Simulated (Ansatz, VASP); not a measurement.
Two plane-wave programs on ScAl3

```
Sc Al
1.0
    -2.02613    2.02613    4.45249
     2.02613   -2.02613    4.45249
     2.02613    2.02613   -4.45249
Sc Al
1 3
Direct
  0.00000 0.00000 0.00000
  0.50000 0.50000 0.00000
  0.25000 0.75000 0.50000
  0.75000 0.25000 0.50000
```

Alike in both runs: task single point; functional PBE; k mesh 9 × 9 × 9; occupations fermi-dirac, width 0.05 eV; no spin polarisation.

|  | VASP | Ansatz |
| --- | --- | --- |
| version | VASP 6.6.1 | Ansatz 0.2.0 |
| potentials or method | VASP PAW PBE potentials, release 64 (Sc_sv, Al) | Ansatz PAW |
| plane-wave cutoff (eV) | 500 | 420 |
| valence electrons in the cell | 20 | 20 |

```csv
,VASP,Ansatz,Ansatz less VASP
gap on the k mesh at the Fermi level (eV),none,none,-
pressure (GPa),-1.9,-1.9,-0.01
```

A gap of «none» marks a metal or a gap that the smearing closes. The functional is the same, so the differences come from potentials, cutoffs and numerics.
